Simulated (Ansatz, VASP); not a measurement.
# TePb in VASP and in Ansatz

```
CELL_PARAMETERS angstrom
0.00000 3.19044 3.19044
3.19044 0.00000 3.19044
3.19044 3.19044 0.00000
ATOMIC_POSITIONS crystal
Pb 0.00000 0.00000 0.00000
Te 0.50000 0.50000 0.50000
```

Alike in both runs: functional LDA; k mesh 8 × 8 × 8; occupations gaussian, width 0.02 eV; no spin polarisation.

Ansatz relaxed the structure, and its values are those at the end. VASP's run is a single point on that final structure, the one shown.

|  | VASP | Ansatz |
| --- | --- | --- |
| version | VASP 6.6.1 | Ansatz 0.2.0 |
| potentials or method | VASP PAW LDA potentials, release 64 (Pb_d, Te), cutoff 500 eV | scalar-relativistic, plane waves, PAW |
| valence electrons in the cell | 20 | 30 |

```tsv
	VASP	Ansatz	Ansatz less VASP
gap on the k mesh at the Fermi level (eV)	0.55	0.58	+0.022
least direct gap on the mesh (eV)	0.55	0.58	+0.022
pressure (GPa)	0.1	0.0	-0.07
```

Ansatz warns that its potentials were made for another functional, while VASP's fit it. LDA's correlation is that of Perdew and Zunger in VASP and of Perdew and Wang (1992) in Ansatz. VASP's potentials hold 20 valence electrons a cell and Ansatz's 30, so a difference there can come from the potentials and not from the codes.

Neither program's run includes spin-orbit coupling.
